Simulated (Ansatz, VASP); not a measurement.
## One calculation of Al, two programs

```
Al
1.0
     2.93174    0.00000    0.00000
    -1.46587    2.53896    0.00000
     0.00000    0.00000    9.61087
Al
4
Direct
  0.00000 0.00000 0.00000
  0.00000 0.00000 0.50000
  0.33333 0.66667 0.25000
  0.66667 0.33333 0.75000
```

Alike in both runs: task single point; functional r2SCAN; k mesh 14 × 14 × 4; occupations fermi-dirac, width 0.1 eV; no spin polarisation.

```csv
,VASP,Ansatz
version,VASP 6.6.1,Ansatz 0.2.0
potentials or method,"VASP PAW PBE potentials, release 64 (Al), cutoff 520 eV","plane waves (500 eV) with PAW, scalar-relativistic"
valence electrons in the cell,12,12
```

Ansatz gave:

```
pressure (GPa)                                                : -8.0
traceless stress, the component that is largest in VASP (GPa) : 0.68
```

**Question.** What did VASP give for the same quantities?

**Answer.** Pressure (GPa): -8.2; traceless stress, the component that is largest in VASP (GPa): 0.68.

VASP's potentials were made for PBE, not for r2SCAN.
